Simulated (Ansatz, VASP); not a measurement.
## HfC in VASP and in Ansatz

File INCAR:

```
SYSTEM = HfC
PREC     = Accurate       ! precision mode
ENCUT    = 520            ! plane-wave cutoff, eV
EDIFF    = 1E-8           ! SCF threshold, eV
ISMEAR   = -1             ! smearing method
SIGMA    = 0.05           ! smearing width, eV
LREAL    = .False.        ! projectors in reciprocal space
LASPH    = .True.         ! aspherical terms in the spheres
NELM     = 100            ! most SCF steps
ALGO     = Normal         ! electronic algorithm
ISIF     = 2              ! what is computed and relaxed
LWAVE    = .False.        ! write WAVECAR
LCHARG   = .False.        ! write CHGCAR
GGA      = PE             ! functional
LEFG     = .True.       
NBANDS   = 14             ! bands
```

Contents of KPOINTS:

```
Automatic mesh
0
Gamma
  15 15 15
  0 0 0
```

Contents of POSCAR:

```
HfC
1.0
    0.0000000000      2.3947500000      2.3250000000
    2.3947500000      0.0000000000      2.3250000000
    2.3947500000      2.3947500000      0.0000000000
Hf C
1 1
Direct
    0.5000000000      0.5000000000      0.5000000000
    0.0000000000      0.0000000000      0.0000000000
```

Input for Ansatz:

```yaml
crystal:
  lattice:
    - [0.0, 2.39475, 2.325]
    - [2.39475, 0.0, 2.325]
    - [2.39475, 2.39475, 0.0]
  atoms:
    - { symbol: Hf, position: [0.5, 0.5, 0.5] }
    - { symbol: C, position: [0.0, 0.0, 0.0] }
kpoints:
  mp_grid: { grid: [15, 15, 15] }
scf:
  occupations: { method: fermi_dirac, width: 0.05 }
hamiltonian:
  xc: pbe
  pseudopotentials: { kind: paw }
output:
  forces: true
  stress: true
  eigenvalues: true
  efg: { contact_densities: true }
```

Change from the starting cell: equal xx and yy strain of +3 %, PAW files.

Alike in both runs: task electric field gradients; functional PBE; k mesh 15 × 15 × 15; occupations fermi-dirac, width 0.05 eV; no spin polarisation.

|  | VASP | Ansatz |
| --- | --- | --- |
| version | VASP 6.6.1 | Ansatz 0.2.0 |
| potentials or method | VASP PAW PBE potentials, release 64 (Hf_pv, C) | PAW with Ansatz's default frozen-core files, scalar-relativistic |
| plane-wave cutoff (eV) | 520 | 420 |
| valence electrons in the cell | 14 | 30 |

|  | VASP | Ansatz | Ansatz less VASP |
| --- | --- | --- | --- |
| pressure (GPa) | -12.6 | -11.8 | +0.77 |
| traceless stress, the component that is largest in VASP (GPa) | 6.23 | 6.19 | -0.042 |
| size of Vzz on the site where it differs most (V/Å²) | 90.8 | 109.0 | +18.17 |

With one functional, cell and mesh, what is left measures potentials, basis and numerics. VASP's potentials hold 14 valence electrons a cell and Ansatz's 30, so a difference there can come from the potentials and not from the codes.

Spin-orbit coupling is off throughout.
